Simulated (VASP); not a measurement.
# Ru (Fd-3m) in VASP: notebook, part 3 of 3

VASP 6.6.1. Earlier steps stand in the parts before.

## Step 5: Relaxation of cell and atoms, LDA, target pressure 20 GPa, at which the enthalpy is minimised

Input file INCAR:

```
SYSTEM = Ru
PREC = Accurate ; ENCUT = 500
EDIFF = 1E-7 ; ISMEAR = -1
SIGMA = 0.1 ; LREAL = .False.
LASPH = .True. ; NELM = 120
ALGO = Normal ; ISIF = 3
LWAVE = .False. ; LCHARG = .False.
GGA = CA ; IBRION = 2
NSW = 80 ; EDIFFG = -0.02
PSTRESS = 200.0 ; GGA_COMPAT = .False.
NELMIN = 4
```

Input file KPOINTS:

```
regular mesh
0
Gamma
  7 7 7
  0 0 0
```

Input file POSCAR:

```
Ru
1.0
    0.0000000000      2.6050000000      2.6050000000
    2.6050000000      0.0000000000      2.6050000000
    2.6050000000      2.6050000000      0.0000000000
Ru
2
Direct
    1.0000000000      1.0000000000      1.0000000000
    0.2500000000      0.2500000000      0.2500000000
```

Potentials or basis: VASP PAW LDA potentials, release 64 (Ru_pv).

Started as:

```console
$ cat potpaw_LDA.64/Ru_pv/POTCAR > POTCAR
$ mpirun -np 1 vasp_std > vasp.out
```

OUTCAR:

```text
SYSTEM = Ru
   PREC = Accurate
   ENCUT = 500
   EDIFF = 1E-7
   ISMEAR = -1
   LREAL = .False.
   LASPH = .True.
   NELM = 120
   ISIF = 3
   GGA = CA
   IBRION = 2
   NSW = 80
   EDIFFG = -0.02
   PSTRESS = 200.0
   NELMIN = 4

 ion  position               nearest neighbor table
   1  0.000  0.000  0.000-   2 2.26   2 2.26   2 2.26   2 2.26
   2  0.250  0.250  0.250-   1 2.26   1 2.26   1 2.26   1 2.26

  LATTYP: Found a face centered cubic cell.
 ALAT       =     5.2100000000

  Lattice vectors:

 A1 = (   0.0000000000,   2.6050000000,   2.6050000000)
 A2 = (   2.6050000000,   0.0000000000,   2.6050000000)
 A3 = (   2.6050000000,   2.6050000000,   0.0000000000)

Analysis of symmetry for initial positions (statically):
=====================================================================
 Subroutine PRICEL returns:
 Original cell was already a primitive cell.

 Routine SETGRP: Setting up the symmetry group for a
 face centered cubic supercell.

 Subroutine GETGRP returns: Found 48 space group operations
 (whereof 24 operations were pure point group operations)
 out of a pool of 48 trial point group operations.

The static configuration has the point symmetry T_d .
 The point group associated with its full space group is O_h .

Analysis of symmetry for dynamics (positions and initial velocities):
=====================================================================
 Subroutine PRICEL returns:
 Original cell was already a primitive cell.

 Routine SETGRP: Setting up the symmetry group for a
 face centered cubic supercell.

 Subroutine GETGRP returns: Found 48 space group operations
 (whereof 24 operations were pure point group operations)
 out of a pool of 48 trial point group operations.

The dynamic configuration has the point symmetry T_d .
 The point group associated with its full space group is O_h .

 Subroutine INISYM returns: Found 48 space group operations
 (whereof 24 operations are pure point group operations),
[... 95 lines left out ...]
   IBRION =      2    ionic relax: 0-MD 1-quasi-New 2-CG
   NFREE  =      1    steps in history (QN), initial steepest desc. (CG)
   ISIF   =      3    stress and relaxation
   ISYM   =      2    0-nonsym 1-usesym 2-fastsym
   POTIM  = 0.5000    time-step for ionic-motion
   TEBEG  =    0.0;   TEEND  =   0.0 temperature during run
   PSTRESS=  200.0 pullay stress
   NELECT =      28.0000    total number of electrons
   NUPDOWN=      -1.0000    fix difference up-down
   EMIN   =  10.00;   EMAX   =-10.00  energy-range for DOS
   EFERMI =   0.00;   METHOD = LEGACY
   ISMEAR =    -1;   SIGMA  =   0.10  broadening in eV -4-tet -1-fermi 0-gaus
   EFERMI_NEDOS =   21; number of points for ismear=-14 and -15
   IALGO  =     38    algorithm
   IMIX   =      4    mixing-type and parameters
     AMIX     =   0.40;   BMIX     =  1.00
     AMIX_MAG =   1.60;   BMIX_MAG =  1.00
  volume/ion in A,a.u.               =      17.68       119.29
  Fermi-wavevector in a.u.,A,eV,Ry     =   1.514641  2.862257 31.213644  2.294138
  Thomas-Fermi vector in A             =   2.624272
   LORBIT       =      0    0 simple, 1 ext, 2 COOP (PROOUT), +10 PAW based schemes
   GGA     = CA    functional components
   LHFCALC =     F    Hartree Fock is set to
   AEXX    =    0.0000 exact exchange contribution
   IVDW    =     0    specifies the selected vdW correction
   LEPSILON=     F    determine dielectric tensor
   LRPA    =     F    only Hartree local field effects (RPA)
 conjugate gradient relaxation of ions
 non-spin polarized calculation
  energy-cutoff  :      500.00
  volume of cell :       35.36
 maximum number of plane-waves:       911
   NGX = 13   NGY = 13   NGZ = 13

--------------------------------------- Ionic step        1  -------------------------------------------

 number of electron      27.9999999 magnetization

 Free energy of the ion-electron system (eV)
  ---------------------------------------------------
  ext. energy  EPLUGINS =         0.00000000
  ---------------------------------------------------
  free energy    TOTEN  =       -18.41294342 eV

  energy without entropy =      -18.35418288  energy(sigma->0) =      -18.38356315

------------------------ aborting loop because EDIFF is reached ----------------------------------------

  FORCE on cell =-STRESS in cart. coord.  units (eV):
  Direction    XX          YY          ZZ          XY          YZ          ZX
  --------------------------------------------------------------------------------------
  -------------------------------------------------------------------------------------
  Total        4.6115814      4.6115814      4.6115814     -0.0000000     -0.0000000      0.0000000
  in kB      208.9812316    208.9812316    208.9812316     -0.0000000     -0.0000000      0.0000000
  external PRESSURE =       8.9812316 kB  Pullay stress =     200.0000000 kB
[... 63 lines left out ...]
--------------------------------------- Ionic step        3  -------------------------------------------

 number of electron      28.0000001 magnetization

 Free energy of the ion-electron system (eV)
  ---------------------------------------------------
  ext. energy  EPLUGINS =         0.00000000
  ---------------------------------------------------
  free energy    TOTEN  =       -18.42766884 eV

  energy without entropy =      -18.36872245  energy(sigma->0) =      -18.39819564

 E-fermi :   8.6021     XC(G=0): -12.3725

 val. band max:        8.5324867675   @ k =   0.4286   0.2857   0.0000
 cond. band min:       8.6241978930   @ k =   0.2857   0.1429   0.0000
 fundamental gap:      0.0917111255
 Fermi energy:         8.6020731156

 k-point     1 :       0.0000    0.0000    0.0000
  band No.  band energies     occupation
      1     -34.7289      2.00000
      2     -34.7289      2.00000
      3     -34.7289      2.00000
      4     -33.4635      2.00000
      5     -33.4635      2.00000
      6     -33.4635      2.00000
[... 442 lines left out ...]
  energy  without entropy=      -18.3687224540  energy(sigma->0) =      -18.39819564

  enthalpy is  TOTEN    =       -13.9998835978 eV   P V=        4.4277852380

 reached required accuracy - stopping structural energy minimisation
```

It took 24 s on 1 thread of Intel Xeon 6975P-C (Granite Rapids), shared host; peak memory 0.15 GiB.

Results:

```
Free energy                                                : -18.4277 eV
Relaxed volume                                             : 17.74 Å³/atom
Relaxed cell                                               : a = 3.688 Å, b = 3.688 Å, c = 3.688 Å, α = 60.00°, β = 60.00°, γ = 60.00°
Space group after relaxing (to 0.1 Å)                      : Fd-3m (No. 227)
Energy change on relaxing (the run minimises the enthalpy) : -7.4 meV/atom
Ionic steps                                                : 3
Pressure after relaxing                                    : 20.0 GPa
Band gap on the k mesh                                     : zero (bands 14 and 15 overlap by 1.07 eV)
```

The path:
```tsv
step	energy change (eV)	largest force (eV/Å)	pressure (GPa)	volume (Å³)
1	0.0000	0.0000	20.90	35.36
2	-0.0601	0.0000	16.95	35.86
3	-0.0147	0.0000	20.00	35.47
```

Final structure:
```
Ru
1.0
     0.00000    2.60783    2.60783
     2.60783    0.00000    2.60783
     2.60783    2.60783    0.00000
Ru
2
Direct
  0.00000 0.00000 0.00000
  0.25000 0.25000 0.25000
```

Levels at points of the mesh, in eV from the Fermi level:
```tsv
k point	band 10	band 11	band 12	band 13	band 14	band 15	band 16	band 17	band 18
(0.00, 0.00, 0.00)	-3.63	-3.63	-3.63	-0.52	-0.52	-0.52	2.35	2.35	10.40
```

Caveat: the cell is relaxed towards a set pressure, so the run minimises the enthalpy, not the energy.

## Step 6: Overview

```tsv
cell	gap on the mesh (eV)	pressure (GPa)
relaxed	none	0.1
relaxed to 5 GPa	none	4.9
relaxed to 10 GPa	none	10.0
relaxed to 20 GPa	none	20.0
```

Alike in all rows: task relaxation of cell and atoms; level LDA; potentials or basis VASP PAW LDA potentials, release 64 (Ru_pv); no spin polarisation; k mesh 7 × 7 × 7; cutoff (eV) 500; smearing fermi-dirac 0.1 eV.

Caveats: the cell is relaxed towards a set pressure, so the run minimises the enthalpy, not the energy (at least some runs).

Total energies depend on the potentials used, so only differences within one code and one set of settings carry meaning.
